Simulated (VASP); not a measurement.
# Ta (Im-3m) in VASP: notebook

Ta is run at these levels: PBEsol; tasks: single point.

Everything below comes from runs of VASP 6.6.1. Logs are shortened: lines on timing, memory, paths and dates and some standing lists are left out, and cuts for length are marked.

### 1 The cell of the first run

The structure is cubic, space group Im-3m (No. 229). The conventional cell has a = 3.324 Å, b = 3.324 Å, c = 3.324 Å, α = 90.00°, β = 90.00°, γ = 90.00°. Ta (site symmetry m-3m) has 14 Ta at 2.88 to 3.32 Å within 3.8 Å.

### 2 Single point, PBEsol (volume scaled by 1.02)

File INCAR:

```
  PREC = Accurate
  ENCUT = 520
  EDIFF = 1E-6
  ISMEAR = -1
  SIGMA = 0.08
  LREAL = F
  LASPH = T
  NELM = 60
  ALGO = Normal
  ISIF = 2
  LWAVE = F
  LCHARG = F
  GGA = PS
  NBANDS = 12
```

File KPOINTS:

```
Automatic mesh
0
Gamma
  17 17 17
```

File POSCAR:

```
Ta
1.0
   -1.6622159478      1.6622159478      1.6622159478
    1.6622159478     -1.6622159478      1.6622159478
    1.6622159478      1.6622159478     -1.6622159478
Ta
1
Direct
    0.0000000000      0.0000000000      0.0000000000
```

Potentials or basis: VASP PAW PBE potentials, release 64 (Ta_pv).

Command:

```
> cat potpaw_PBE.64/Ta_pv/POTCAR > POTCAR
> mpirun -np 1 vasp_std > vasp.out
```

OUTCAR:

```text
PREC = Accurate
   ENCUT = 520
   EDIFF = 1E-6
   ISMEAR = -1
   LREAL = F
   LASPH = T
   NELM = 60
   ISIF = 2
   GGA = PS

 ion  position               nearest neighbor table
   1  0.000  0.000  0.000-

  LATTYP: Found a body centered cubic cell.
 ALAT       =     3.3244318956

  Lattice vectors:

 A1 = (  -1.6622159478,   1.6622159478,   1.6622159478)
 A2 = (   1.6622159478,  -1.6622159478,   1.6622159478)
 A3 = (   1.6622159478,   1.6622159478,  -1.6622159478)

Analysis of symmetry for initial positions (statically):
=====================================================================
 Subroutine PRICEL returns:
 Original cell was already a primitive cell.

 Routine SETGRP: Setting up the symmetry group for a
 body centered cubic supercell.

 Subroutine GETGRP returns: Found 48 space group operations
 (whereof 48 operations were pure point group operations)
 out of a pool of 48 trial point group operations.

The static configuration has the point symmetry O_h .

Analysis of symmetry for dynamics (positions and initial velocities):
=====================================================================
 Subroutine PRICEL returns:
 Original cell was already a primitive cell.

 Routine SETGRP: Setting up the symmetry group for a
 body centered cubic supercell.

 Subroutine GETGRP returns: Found 48 space group operations
 (whereof 48 operations were pure point group operations)
 out of a pool of 48 trial point group operations.

The dynamic configuration has the point symmetry O_h .

 Subroutine INISYM returns: Found 48 space group operations
 (whereof 48 operations are pure point group operations),
 and found     1 'primitive' translations

----------------------------------------------------------------------------------------

                                     Primitive cell

  volume of cell :      18.3706

  direct lattice vectors                    reciprocal lattice vectors
    -1.662215948  1.662215948  1.662215948     0.000000000  0.300803274  0.300803274
     1.662215948 -1.662215948  1.662215948     0.300803274  0.000000000  0.300803274
     1.662215948  1.662215948 -1.662215948     0.300803274  0.300803274  0.000000000

  length of vectors
     2.879042475  2.879042475  2.879042475     0.425400070  0.425400070  0.425400070

  position of ions in fractional coordinates (direct lattice)
     0.000000000  0.000000000  0.000000000

  ion indices of the primitive-cell ions
   primitive index   ion index
                 1           1

----------------------------------------------------------------------------------------

 KPOINTS: Automatic mesh

Automatic generation of k-mesh.
 Grid dimensions read from file:
 generate k-points for:   17   17   17

 Generating k-lattice:

  Cartesian coordinates                     Fractional coordinates (reciprocal lattice)
     0.000000000  0.017694310  0.017694310     0.058823529  0.000000000  0.000000000
     0.017694310  0.000000000  0.017694310     0.000000000  0.058823529  0.000000000
     0.017694310  0.017694310  0.000000000     0.000000000  0.000000000  0.058823529

  Length of vectors
     0.025023534  0.025023534  0.025023534

  Shift w.r.t. Gamma in fractional coordinates (k-lattice)
     0.000000000  0.000000000  0.000000000

 Subroutine IBZKPT returns following result:
 ===========================================

 Found    165 irreducible k-points:

 Following reciprocal coordinates:
            Coordinates               Weight
  0.000000  0.000000  0.000000      1.000000
  0.058824  0.000000  0.000000     12.000000
  0.117647  0.000000  0.000000     12.000000
  0.176471  0.000000  0.000000     12.000000
  0.235294  0.000000  0.000000     12.000000
  0.294118  0.000000  0.000000     12.000000
[... 16 lines left out ...]
  0.411765  0.117647  0.000000     48.000000
  0.176471  0.176471  0.000000     24.000000
 [... further k-points ...]
   k-points           NKPTS =    165   k-points in BZ     NKDIM =    165   number of bands    NBANDS=     12
   number of dos      NEDOS =    301   number of ions     NIONS =      1
   total plane-waves  NPLWV =  13824
   dimension x,y,z NGX =    24 NGY =   24 NGZ =   24
   dimension x,y,z NGXF=    48 NGYF=   48 NGZF=   48
   ions per type =               1
   NGX,Y,Z   is equivalent  to a cutoff of  13.86, 13.86, 13.86 a.u.
   NGXF,Y,Z  is equivalent  to a cutoff of  27.72, 27.72, 27.72 a.u.
 SYSTEM =  unknown system
   PREC   = accura    normal or accurate (medium, high low for compatibility)
   ISTART =      0    job   : 0-new  1-cont  2-samecut
   ICHARG =      2    charge: 1-file 2-atom 10-const
   ISPIN  =      1    spin polarized calculation?
   LNONCOLLINEAR =      F non collinear calculations
   LSORBIT =      F    spin-orbit coupling
   LASPH  =      T    aspherical Exc in radial PAW
   ENCUT  =  520.0 eV  38.22 Ry    6.18 a.u.   5.35  5.35  5.35*2*pi/ulx,y,z
   NELM   =     60;   NELMIN=  2; NELMDL= -5     # of ELM steps
   EDIFF  = 0.1E-05   stopping-criterion for ELM
   LREAL  =      F    real-space projection
   EDIFFG = 0.1E-04   stopping-criterion for IOM
   NSW    =      0    number of steps for IOM
   IBRION =     -1    ionic relax: 0-MD 1-quasi-New 2-CG
   NFREE  =      0    steps in history (QN), initial steepest desc. (CG)
   ISIF   =      2    stress and relaxation
   ISYM   =      2    0-nonsym 1-usesym 2-fastsym
   POTIM  = 0.5000    time-step for ionic-motion
   TEBEG  =    0.0;   TEEND  =   0.0 temperature during run
   PSTRESS=    0.0 pullay stress
   NELECT =      11.0000    total number of electrons
   NUPDOWN=      -1.0000    fix difference up-down
   EMIN   =  10.00;   EMAX   =-10.00  energy-range for DOS
   EFERMI =   0.00;   METHOD = LEGACY
   ISMEAR =    -1;   SIGMA  =   0.08  broadening in eV -4-tet -1-fermi 0-gaus
   EFERMI_NEDOS =   21; number of points for ismear=-14 and -15
   IALGO  =     38    algorithm
   IMIX   =      4    mixing-type and parameters
     AMIX     =   0.40;   BMIX     =  1.00
     AMIX_MAG =   1.60;   BMIX_MAG =  1.00
  volume/ion in A,a.u.               =      18.37       123.97
  Fermi-wavevector in a.u.,A,eV,Ry     =   1.379849  2.607537 25.905271  1.903984
  Thomas-Fermi vector in A             =   2.504781
   LORBIT       =      0    0 simple, 1 ext, 2 COOP (PROOUT), +10 PAW based schemes
   GGA     = PS    functional components
   LHFCALC =     F    Hartree Fock is set to
   AEXX    =    0.0000 exact exchange contribution
   IVDW    =     0    specifies the selected vdW correction
   LEPSILON=     F    determine dielectric tensor
   LRPA    =     F    only Hartree local field effects (RPA)
 non-spin polarized calculation
  energy-cutoff  :      520.00
  volume of cell :       18.37
 maximum number of plane-waves:       531
 NGX is ok and might be reduce to    24
   NGX = 11   NGY = 11   NGZ = 11

 number of electron      11.0000000 magnetization

 Free energy of the ion-electron system (eV)
  ---------------------------------------------------
  ext. energy  EPLUGINS =         0.00000000
  ---------------------------------------------------
  free energy    TOTEN  =       -12.54967541 eV

  energy without entropy =      -12.52152040  energy(sigma->0) =      -12.53559790

 E-fermi :   5.1675     XC(G=0): -12.6276

 val. band max:        5.1640461230   @ k =  -0.2353   0.2353   0.1176
 cond. band min:       5.1679013847   @ k =  -0.4706  -0.4706   0.1765
 fundamental gap:      0.0038552618
 Fermi energy:         5.1674799831

 k-point     1 :       0.0000    0.0000    0.0000
  band No.  band energies     occupation
      1     -27.9410      2.00000
      2     -27.9410      2.00000
      3     -27.9410      2.00000
      4      -2.6893      2.00000
      5       5.8827      0.00026
      6       5.8827      0.00026
      7       5.8827      0.00026
      8       9.0823      0.00000
      9       9.0823      0.00000
     10      19.7554      0.00000
     11      20.1111      0.00000
     12      20.1111      0.00000

 k-point     2 :       0.0588    0.0000    0.0000
  band No.  band energies     occupation
      1     -27.9816      2.00000
      2     -27.9536      2.00000
      3     -27.9412      2.00000
      4      -2.5376      2.00000
      5       5.7845      0.00089
      6       5.8551      0.00037
      7       6.0308      0.00004
      8       8.9230      0.00000
      9       9.0829      0.00000
     10      19.7553      0.00000
     11      20.2471      0.00000
     12      20.3771      0.00000

 k-point     3 :       0.1176    0.0000    0.0000
  band No.  band energies     occupation
      1     -28.0964      2.00000
      2     -27.9893      2.00000
      3     -27.9418      2.00000
      4      -2.0996      2.00000
      5       5.5165      0.02517
      6       5.7348      0.00166
      7       6.4701      0.00000
      8       8.6024      0.00000
      9       9.0936      0.00000
     10      19.7546      0.00000
     11      20.5770      0.00000
     12      21.1462      0.00000
[... 286 lines left out ...]
 k-point    23 :       0.4118    0.1176    0.0000
  band No.  band energies     occupation
      1     -28.9924      2.00000
      2     -28.3445      2.00000
      3     -28.0010      2.00000
      4       1.2940      2.00000
      5       3.7568      2.00000
      6       5.9126      0.00018
      7       8.7953      0.00000
      8      10.1757      0.00000
      9      13.2299      0.00000
     10      15.9876      0.00000
     11      17.9581      0.00000
     12      19.7686      0.00000

 k-point    24 :       0.1765    0.1765    0.0000
  band No.  band energies     occupation
      1     -28.6557      2.00000
      2     -28.1782      2.00000
      3     -28.0147      2.00000
      4       0.5225      2.00000
      5       4.3352      1.99994
      6       4.5940      1.99846
      7       8.1464      0.00000
      8       9.7408      0.00000
      9       9.8961      0.00000
     10      19.5229      0.00000
     11      19.8257      0.00000
     12      21.7152      0.00000

 [... further k-points ...]
[... 5 lines left out ...]
  --------------------------------------------------------------------------------------
  -------------------------------------------------------------------------------------
  Total       -0.8453535     -0.8453535     -0.8453535     -0.0000000      0.0000000      0.0000000
  in kB      -73.7270087    -73.7270087    -73.7270087     -0.0000000      0.0000000      0.0000000
  external PRESSURE =     -73.7270087 kB  Pullay stress =       0.0000000 kB

 VOLUME and BASIS-vectors are now :
 -----------------------------------------------------------------------------
  energy-cutoff  :      520.00
  volume of cell :       18.37
      direct lattice vectors                 reciprocal lattice vectors
    -1.662215948  1.662215948  1.662215948     0.000000000  0.300803274  0.300803274
     1.662215948 -1.662215948  1.662215948     0.300803274  0.000000000  0.300803274
     1.662215948  1.662215948 -1.662215948     0.300803274  0.300803274  0.000000000

 POSITION                                       TOTAL-FORCE (eV/Angst)
 -----------------------------------------------------------------------------------
      0.00000      0.00000      0.00000         0.000000     -0.000000     -0.000000
 -----------------------------------------------------------------------------------
    total drift:                                0.000000      0.000000     -0.000000

  FREE ENERGIE OF THE ION-ELECTRON SYSTEM (eV)
  ---------------------------------------------------
  free  energy   TOTEN  =       -12.5496754120 eV

  energy  without entropy=      -12.5215203968  energy(sigma->0) =      -12.53559790
```

Run time: 34 s. Hardware: 1 thread of Intel Xeon 8259CL, shared host; peak memory 0.17 GiB.

What came out:

```yaml
Free_energy: -12.5497 eV
Pressure: -7.4 GPa
```

Caveat: the PAW data sets were made with another functional, which shifts forces and pressure a little; spin-orbit coupling is left out, which moves the levels of the heavy elements.

[end of part 1 of 2]
